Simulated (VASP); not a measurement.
# Al in VASP: notebook

Al is run at these levels: PBE; tasks: single point, relaxation of the atoms.

Everything below comes from runs of VASP 6.6.1. Logs are shortened: lines on timing, memory, paths and dates and some standing lists are left out, and cuts for length are marked.

## (1) The cell of the first run

The cell holds a slab with vacuum, 48 atoms: a = 11.429 Å, b = 11.429 Å, c = 20.666 Å, α = 90.00°, β = 90.00°, γ = 120.00°.

## (2) Single point, PBE

The input, INCAR:

```
SYSTEM = Al
PREC = Accurate ; ENCUT = 520
EDIFF = 1E-7 ; ISMEAR = 0
SIGMA = 0.1 ; LREAL = Auto
LASPH = .TRUE. ; NELM = 100
ALGO = Normal ; ISIF = 2
LWAVE = .FALSE. ; LCHARG = .TRUE.
LDIPOL = .TRUE. ; IDIPOL = 3
DIPOL = 0.5 0.5 0.499 ; GGA = PE
LELF = .TRUE. ; LVHAR = .TRUE.
LVACPOTAV = .TRUE. ; NBANDS = 102
```

The input, KPOINTS:

```
regular mesh
0
G
  2 2 1
  0 0 0
```

The input, POSCAR:

```
Al
1.0
   11.4286055361      0.0000000000      0.0000000000
   -5.7143027680      9.8974627241      0.0000000000
    0.0000000000      0.0000000000     20.6657086725
Al
48
Direct
    0.1666666667      0.0833333333      0.3871147187
    0.1666666667      0.3333333333      0.3871147187
    0.1666666667      0.5833333333      0.3871147187
    0.1666666667      0.8333333333      0.3871147187
    0.4166666667      0.0833333333      0.3871147187
    0.4166666667      0.3333333333      0.3871147187
    0.4166666667      0.5833333333      0.3871147187
    0.4166666667      0.8333333333      0.3871147187
    0.6666666667      0.0833333333      0.3871147187
    0.6666666667      0.3333333333      0.3871147187
    0.6666666667      0.5833333333      0.3871147187
    0.6666666667      0.8333333333      0.3871147187
    0.9166666667      0.0833333333      0.3871147187
    0.9166666667      0.3333333333      0.3871147187
    0.9166666667      0.5833333333      0.3871147187
    0.9166666667      0.8333333333      0.3871147187
    0.3333333333      0.1666666667      0.4988338001
    0.3333333333      0.4166666667      0.4988338001
    0.3333333333      0.6666666667      0.4988338001
    0.3333333333      0.9166666667      0.4988338001
    0.5833333333      0.1666666667      0.4988338001
    0.5833333333      0.4166666667      0.4988338001
    0.5833333333      0.6666666667      0.4988338001
    0.5833333333      0.9166666667      0.4988338001
    0.8333333333      0.1666666667      0.4988338001
    0.8333333333      0.4166666667      0.4988338001
    0.8333333333      0.6666666667      0.4988338001
    0.8333333333      0.9166666667      0.4988338001
    0.0833333333      0.1666666667      0.4988338001
    0.0833333333      0.4166666667      0.4988338001
    0.0833333333      0.6666666667      0.4988338001
    0.0833333333      0.9166666667      0.4988338001
    0.5000000000      0.2500000000      0.6104848608
    0.5000000000      0.5000000000      0.6104848608
    0.5000000000      0.7500000000      0.6104848608
    0.5000000000      0.0000000000      0.6104848608
    0.7500000000      0.2500000000      0.6104848608
    0.7500000000      0.5000000000      0.6104848608
    0.7500000000      0.7500000000      0.6104848608
    0.7500000000      0.0000000000      0.6104848608
    0.0000000000      0.2500000000      0.6104848608
    0.0000000000      0.5000000000      0.6104848608
    0.0000000000      0.7500000000      0.6104848608
    0.0000000000      0.0000000000      0.6104848608
    0.2500000000      0.2500000000      0.6104848608
    0.2500000000      0.5000000000      0.6104848608
    0.2500000000      0.7500000000      0.6104848608
    0.2500000000      0.0000000000      0.6104848608
```

Potentials or basis: VASP PAW PBE potentials, release 64 (Al).

On the command line:

```bash
$ cat potpaw_PBE.64/Al/POTCAR > POTCAR
$ mpirun -np 1 vasp_std > vasp.out
```

OUTCAR:

```text
SYSTEM = Al
   PREC = Accurate
   ENCUT = 520
   EDIFF = 1E-7
   ISMEAR = 0
   LREAL = Auto
   LASPH = .TRUE.
   NELM = 100
   ISIF = 2
   GGA = PE

 ion  position               nearest neighbor table
   1  0.167  0.083  0.387-  32 2.84  17 2.84  29 2.84   4 2.86   2 2.86  13 2.86   5 2.86  16 2.86
                             6 2.86
   2  0.167  0.333  0.387-  29 2.84  18 2.84  30 2.84   3 2.86   1 2.86  14 2.86   6 2.86   7 2.86
                            13 2.86
   3  0.167  0.583  0.387-  30 2.84  19 2.84  31 2.84   4 2.86   2 2.86  15 2.86   7 2.86   8 2.86
                            14 2.86
   4  0.167  0.833  0.387-  31 2.84  20 2.84  32 2.84   3 2.86   1 2.86  16 2.86   8 2.86   5 2.86
                            15 2.86
   5  0.417  0.083  0.387-  20 2.84  21 2.84  17 2.84   8 2.86   6 2.86   9 2.86   1 2.86  10 2.86
                             4 2.86
   6  0.417  0.333  0.387-  17 2.84  22 2.84  18 2.84   7 2.86   5 2.86  10 2.86   2 2.86  11 2.86
                             1 2.86
   7  0.417  0.583  0.387-  18 2.84  23 2.84  19 2.84   8 2.86   6 2.86  11 2.86   3 2.86  12 2.86
                             2 2.86
   8  0.417  0.833  0.387-  19 2.84  24 2.84  20 2.84   7 2.86   5 2.86  12 2.86   4 2.86   3 2.86
                             9 2.86
   9  0.667  0.083  0.387-  24 2.84  25 2.84  21 2.84  12 2.86  10 2.86  13 2.86   5 2.86  14 2.86
                             8 2.86
  10  0.667  0.333  0.387-  21 2.84  26 2.84  22 2.84  11 2.86   9 2.86  14 2.86   6 2.86  15 2.86
                             5 2.86
  11  0.667  0.583  0.387-  22 2.84  27 2.84  23 2.84  12 2.86  10 2.86  15 2.86   7 2.86  16 2.86
                             6 2.86
[... 79 lines left out ...]
  Lattice vectors:

 A1 = (  11.4286055361,   0.0000000000,   0.0000000000)
 A2 = (  -5.7143027680,   9.8974627241,   0.0000000000)
 A3 = (   0.0000000000,   0.0000000000,  20.6657086725)

Analysis of symmetry for initial positions (statically):
=====================================================================
 Subroutine PRICEL returns following result:

  LATTYP: Found a hexagonal cell.
 ALAT       =     2.8571513840
 C/A-ratio  =     7.2329764492

  Lattice vectors:

 A1 = (   2.8571513840,   0.0000000000,   0.0000000000)
 A2 = (  -1.4285756920,   2.4743656810,   0.0000000000)
 A3 = (   0.0000000000,   0.0000000000,  20.6657086725)

  16 primitive cells build up your supercell.

 Routine SETGRP: Setting up the symmetry group for a
 hexagonal supercell.

 Subroutine GETGRP returns: Found  6 space group operations
 (whereof  6 operations were pure point group operations)
 out of a pool of 24 trial point group operations.

The static configuration has the point symmetry C_3v.

Analysis of symmetry for dynamics (positions and initial velocities):
=====================================================================
 Subroutine PRICEL returns following result:

  LATTYP: Found a hexagonal cell.
 ALAT       =     2.8571513840
 C/A-ratio  =     7.2329764492

  Lattice vectors:

 A1 = (   2.8571513840,   0.0000000000,   0.0000000000)
 A2 = (  -1.4285756920,   2.4743656810,   0.0000000000)
 A3 = (   0.0000000000,   0.0000000000,  20.6657086725)

  16 primitive cells build up your supercell.

 Routine SETGRP: Setting up the symmetry group for a
 hexagonal supercell.

 Subroutine GETGRP returns: Found  6 space group operations
 (whereof  6 operations were pure point group operations)
 out of a pool of 24 trial point group operations.

The dynamic configuration has the point symmetry C_3v.

 Subroutine INISYM returns: Found  6 space group operations
 (whereof  6 operations are pure point group operations),
 and found    16 'primitive' translations

----------------------------------------------------------------------------------------

                                     Primitive cell

  volume of cell :     146.0991

  direct lattice vectors                    reciprocal lattice vectors
     2.857151384  0.000000000  0.000000000     0.349998955  0.202071991  0.000000000
    -1.428575692  2.474365681  0.000000000     0.000000000  0.404143982  0.000000000
     0.000000000  0.000000000 20.665708672     0.000000000  0.000000000  0.048389340

  length of vectors
     2.857151384  2.857151384 20.665708672     0.404143982  0.404143982  0.048389340

  position of ions in fractional coordinates (direct lattice)
     0.666666667  0.333333333  0.387114719
     0.333333333  0.666666667  0.498833800
     0.000000000  0.000000000  0.610484861

  ion indices of the primitive-cell ions
   primitive index   ion index
                 1           1
                 2          29
                 3          48

----------------------------------------------------------------------------------------

 KPOINTS: regular mesh

Automatic generation of k-mesh.
 Grid dimensions read from file:
 generate k-points for:    2    2    1

 Generating k-lattice:

[... 42 lines left out ...]
   IBRION =     -1    ionic relax: 0-MD 1-quasi-New 2-CG
   NFREE  =      0    steps in history (QN), initial steepest desc. (CG)
   ISIF   =      2    stress and relaxation
   ISYM   =      2    0-nonsym 1-usesym 2-fastsym
   POTIM  = 0.5000    time-step for ionic-motion
   TEBEG  =    0.0;   TEEND  =   0.0 temperature during run
   PSTRESS=    0.0 pullay stress
   NELECT =     144.0000    total number of electrons
   NUPDOWN=      -1.0000    fix difference up-down
   EMIN   =  10.00;   EMAX   =-10.00  energy-range for DOS
   EFERMI =   0.00;   METHOD = LEGACY
   ISMEAR =     0;   SIGMA  =   0.10  broadening in eV -4-tet -1-fermi 0-gaus
   EFERMI_NEDOS =   21; number of points for ismear=-14 and -15
   IALGO  =     38    algorithm
   IMIX   =      4    mixing-type and parameters
     AMIX     =   0.40;   BMIX     =  1.00
     AMIX_MAG =   1.60;   BMIX_MAG =  1.00
  volume/ion in A,a.u.               =      48.70       328.64
  Fermi-wavevector in a.u.,A,eV,Ry     =   0.646557  1.221815  5.687717  0.418035
  Thomas-Fermi vector in A             =   1.714578
   LORBIT       =      0    0 simple, 1 ext, 2 COOP (PROOUT), +10 PAW based schemes
   GGA     = PE    functional components
   LHFCALC =     F    Hartree Fock is set to
   AEXX    =    0.0000 exact exchange contribution
   IVDW    =     0    specifies the selected vdW correction
   LEPSILON=     F    determine dielectric tensor
   LRPA    =     F    only Hartree local field effects (RPA)
 non-spin polarized calculation
 Gauss-broadening in eV      SIGMA  =   0.10
  energy-cutoff  :      520.00
  volume of cell :     2337.59
 maximum number of plane-waves:     62974
 NGX is ok and might be reduce to    90

 dipolmoment           0.000000      0.000000     -0.000035 electrons x Angstroem

 number of electron     144.0000001 magnetization

 dipolmoment           0.000000      0.000000      0.000411 electrons x Angstroem

 Free energy of the ion-electron system (eV)
  ---------------------------------------------------
  ext. energy  EPLUGINS =         0.00000000
  ---------------------------------------------------
  free energy    TOTEN  =      -169.33272626 eV

  energy without entropy =     -169.25497637  energy(sigma->0) =     -169.29385132

 E-fermi :   0.2035     XC(G=0):  -4.3042

 val. band max:       -0.0201353009   @ k =   0.0000   0.0000   0.0000
 cond. band min:       0.2339204021   @ k =   0.5000   0.0000   0.0000
 fundamental gap:      0.2540557030
 Fermi energy:         0.2034880649

 k-point     1 :       0.0000    0.0000    0.0000
  band No.  band energies     occupation
      1     -10.4101      2.00000
      2      -8.9114      2.00000
      3      -8.9114      2.00000
      4      -8.9114      2.00000
      5      -8.9114      2.00000
      6      -8.9114      2.00000
[... 76 lines left out ...]
     83       1.0673      0.00000
     84       1.4496      0.00000

 k-point     2 :       0.5000    0.0000    0.0000
  band No.  band energies     occupation
      1     -10.0339      2.00000
      2     -10.0339      2.00000
      3      -9.2846      2.00000
      4      -9.2846      2.00000
      5      -8.3701      2.00000
      6      -8.3701      2.00000
[... 76 lines left out ...]
     83       1.2613      0.00000
     84       1.2613      0.00000
 [bands above 84 left out]

------------------------ aborting loop because EDIFF is reached ----------------------------------------

 vacuum level on the upper side and lower side of the slab       (xc-potential included)        -0.076        -0.075

  FORCE on cell =-STRESS in cart. coord.  units (eV):
  Direction    XX          YY          ZZ          XY          YZ          ZX
  --------------------------------------------------------------------------------------
  -------------------------------------------------------------------------------------
  Total      -12.0811543    -12.0811543     -0.0628505     -0.0000000      0.0000000     -0.0000000
  in kB       -8.2804053     -8.2804053     -0.0430777     -0.0000000      0.0000000     -0.0000000
  external PRESSURE =      -5.5346294 kB  Pullay stress =       0.0000000 kB

 VOLUME and BASIS-vectors are now :
 -----------------------------------------------------------------------------
  energy-cutoff  :      520.00
  volume of cell :     2337.59
      direct lattice vectors                 reciprocal lattice vectors
    11.428605536  0.000000000  0.000000000     0.087499739  0.050517998  0.000000000
    -5.714302768  9.897462724  0.000000000     0.000000000  0.101035996  0.000000000
     0.000000000  0.000000000 20.665708672     0.000000000  0.000000000  0.048389340

 POSITION                                       TOTAL-FORCE (eV/Angst)
 -----------------------------------------------------------------------------------
      1.42858      0.82479      8.00000        -0.000000      0.000000      0.003495
      0.00000      3.29915      8.00000         0.000000      0.000000      0.003495
     -1.42858      5.77352      8.00000        -0.000000      0.000000      0.003495
     -2.85715      8.24789      8.00000        -0.000000      0.000000      0.003495
      4.28573      0.82479      8.00000        -0.000000      0.000000      0.003495
      2.85715      3.29915      8.00000         0.000000      0.000000      0.003495
[... 40 lines left out ...]
     -1.42858      7.42310     12.61610        -0.000000     -0.000000     -0.000195
      2.85715      0.00000     12.61610         0.000000      0.000000     -0.000195
 -----------------------------------------------------------------------------------
    total drift:                                0.000000     -0.000000      0.027004

  FREE ENERGIE OF THE ION-ELECTRON SYSTEM (eV)
  ---------------------------------------------------
  free  energy   TOTEN  =      -169.3327262627 eV

  energy  without entropy=     -169.2549763708  energy(sigma->0) =     -169.29385132

 vacuum level on the upper side and lower side of the slab         4.092         4.091
```

Wall time 49 min (1 thread of Intel Xeon 8259CL, shared host); peak memory 2 GiB.

Results:

```yaml
Free_energy: -169.3327 eV
Largest_force: 0.003 eV/Å
Band_gap_on_the_k_mesh: zero (bands 72 and 73 overlap by 0.30 eV)
Work_function_of_the_upper_face: 3.89 eV
Work_function_of_the_lower_face: 3.89 eV
```

Forces in eV/Å, atoms in the order of the input:
```
Al   0.000  0.000  0.003
Al   0.000  0.000  0.003
Al   0.000  0.000  0.003
Al   0.000  0.000  0.003
Al   0.000  0.000  0.003
Al   0.000  0.000  0.003
Al   0.000  0.000  0.003
Al   0.000  0.000  0.003
Al   0.000  0.000  0.003
Al   0.000  0.000  0.003
Al   0.000  0.000  0.003
Al   0.000  0.000  0.003
Al   0.000  0.000  0.003
Al   0.000  0.000  0.003
Al   0.000  0.000  0.003
Al   0.000  0.000  0.003
Al   0.000  0.000 -0.003
Al   0.000  0.000 -0.003
Al   0.000  0.000 -0.003
Al   0.000  0.000 -0.003
Al   0.000  0.000 -0.003
Al   0.000  0.000 -0.003
Al   0.000  0.000 -0.003
Al   0.000  0.000 -0.003
Al   0.000  0.000 -0.003
Al   0.000  0.000 -0.003
Al   0.000  0.000 -0.003
Al   0.000  0.000 -0.003
Al   0.000  0.000 -0.003
Al   0.000  0.000 -0.003
Al   0.000  0.000 -0.003
Al   0.000  0.000 -0.003
Al   0.000  0.000  0.000
Al   0.000  0.000  0.000
Al   0.000  0.000  0.000
Al   0.000  0.000  0.000
Al   0.000  0.000  0.000
Al   0.000  0.000  0.000
Al   0.000  0.000  0.000
Al   0.000  0.000  0.000
Al   0.000  0.000  0.000
Al   0.000  0.000  0.000
Al   0.000  0.000  0.000
Al   0.000  0.000  0.000
Al   0.000  0.000  0.000
Al   0.000  0.000  0.000
Al   0.000  0.000  0.000
Al   0.000  0.000  0.000
```

## (3) Relaxation of the atoms, PBE

This run uses another cell than the first one: it holds 27 atoms, not 48.

The input, INCAR:

```
PREC = Accurate
ENCUT = 520
EDIFF = 1E-7
ISMEAR = 0
SIGMA = 0.1
LREAL = Auto
LASPH = True
NELM = 80
ALGO = Fast
ISIF = 2
LWAVE = False
LCHARG = False
LDIPOL = True
IDIPOL = 3
DIPOL = 0.5 0.5 0.500
GGA = PE
IBRION = 2
NSW = 90
EDIFFG = -0.03
```

The input, KPOINTS:

```
regular mesh
0
Gamma
  3 3 1
```

The input, POSCAR:

```
Al
1.0
    8.5714541521      0.0000000000      0.0000000000
   -4.2857270760      7.4230970431      0.0000000000
    0.0000000000      0.0000000000     20.6657086725
Al
27
Selective dynamics
Direct
    0.2222222222      0.1111111111      0.3871147187  F F F
    0.2222222222      0.4444444444      0.3871147187  F F F
    0.2222222222      0.7777777778      0.3871147187  F F F
    0.5555555556      0.1111111111      0.3871147187  F F F
    0.5555555556      0.4444444444      0.3871147187  F F F
    0.5555555556      0.7777777778      0.3871147187  F F F
    0.8888888889      0.1111111111      0.3871147187  F F F
    0.8888888889      0.4444444444      0.3871147187  F F F
    0.8888888889      0.7777777778      0.3871147187  F F F
    0.4444444444      0.2222222222      0.5000000000  T T T
    0.4444444444      0.5555555556      0.5000000000  T T T
    0.4444444444      0.8888888889      0.5000000000  T T T
    0.7777777778      0.2222222222      0.5000000000  T T T
    0.7777777778      0.5555555556      0.5000000000  T T T
    0.7777777778      0.8888888889      0.5000000000  T T T
    0.1111111111      0.2222222222      0.5000000000  T T T
    0.1111111111      0.5555555556      0.5000000000  T T T
    0.1111111111      0.8888888889      0.5000000000  T T T
    0.6666666667      0.3333333333      0.6128852813  T T T
    0.6666666667      0.6666666667      0.6128852813  T T T
    0.6666666667      0.0000000000      0.6128852813  T T T
    0.0000000000      0.3333333333      0.6128852813  T T T
    0.0000000000      0.6666666667      0.6128852813  T T T
    0.0000000000      0.0000000000      0.6128852813  T T T
    0.3333333333      0.3333333333      0.6128852813  T T T
    0.3333333333      0.6666666667      0.6128852813  T T T
    0.3333333333      0.0000000000      0.6128852813  T T T
```

Potentials or basis: VASP PAW PBE potentials, release 64 (Al).

On the command line:

```bash
$ cat potpaw_PBE.64/Al/POTCAR > POTCAR
$ mpirun -np 1 vasp_std > vasp.out
```

Run time: 61 min. Hardware: 1 thread of Oxide Virtual Turin-like, shared host; peak memory 1.3 GiB.

It converged, with:

```
Free energy               : -94.3009 eV
Energy gained by relaxing : 2.4 meV/atom
Ionic steps               : 9
Band gap on the k mesh    : zero (an odd number of electrons rules out a gap without spin polarisation)
```

The path:
```
step  energy change (eV)  largest force on free atoms (eV/Å)  pressure (GPa)
   1              0.0000                              0.1253           -0.65
   2             -0.0064                              0.1107           -0.67
   3             -0.0209                              0.0711           -0.73
   4             -0.0280                              0.1708           -0.84
   5             -0.0331                              0.1629           -0.86
   6             -0.0452                              0.1387           -0.92
   7             -0.0560                              0.0929           -1.03
   8             -0.0618                              0.0507           -1.01
   9             -0.0640                              0.0045           -0.99
```

Final structure:
```yaml
crystal:
  lattice:
    - [8.57145, 0.00000, 0.00000]
    - [-4.28573, 7.42310, 0.00000]
    - [0.00000, 0.00000, 20.66571]
  atoms:
    - { symbol: Al, position: [0.22222, 0.11111, 0.38711] }
    - { symbol: Al, position: [0.22222, 0.44444, 0.38711] }
    - { symbol: Al, position: [0.22222, 0.77778, 0.38711] }
    - { symbol: Al, position: [0.55556, 0.11111, 0.38711] }
    - { symbol: Al, position: [0.55556, 0.44444, 0.38711] }
    - { symbol: Al, position: [0.55556, 0.77778, 0.38711] }
    - { symbol: Al, position: [0.88889, 0.11111, 0.38711] }
    - { symbol: Al, position: [0.88889, 0.44444, 0.38711] }
    - { symbol: Al, position: [0.88889, 0.77778, 0.38711] }
    - { symbol: Al, position: [0.44444, 0.22222, 0.50250] }
    - { symbol: Al, position: [0.44444, 0.55556, 0.50250] }
    - { symbol: Al, position: [0.44444, 0.88889, 0.50250] }
    - { symbol: Al, position: [0.77778, 0.22222, 0.50250] }
    - { symbol: Al, position: [0.77778, 0.55556, 0.50250] }
    - { symbol: Al, position: [0.77778, 0.88889, 0.50250] }
    - { symbol: Al, position: [0.11111, 0.22222, 0.50250] }
    - { symbol: Al, position: [0.11111, 0.55556, 0.50250] }
    - { symbol: Al, position: [0.11111, 0.88889, 0.50250] }
    - { symbol: Al, position: [0.66667, 0.33333, 0.61797] }
    - { symbol: Al, position: [0.66667, 0.66667, 0.61797] }
    - { symbol: Al, position: [0.66667, 0.00000, 0.61797] }
    - { symbol: Al, position: [0.00000, 0.33333, 0.61797] }
    - { symbol: Al, position: [0.00000, 0.66667, 0.61797] }
    - { symbol: Al, position: [0.00000, 0.00000, 0.61797] }
    - { symbol: Al, position: [0.33333, 0.33333, 0.61797] }
    - { symbol: Al, position: [0.33333, 0.66667, 0.61797] }
    - { symbol: Al, position: [0.33333, 0.00000, 0.61797] }
```

Levels at points of the mesh, in eV from the Fermi level:
| k point | band 39 | band 40 | band 41 | band 42 | band 43 | band 44 | band 45 | band 46 |
| --- | --- | --- | --- | --- | --- | --- | --- | --- |
| (0.00, 0.00, 0.00) | -0.78 | -0.78 | -0.07 | -0.07 | -0.07 | -0.07 | -0.07 | -0.07 |
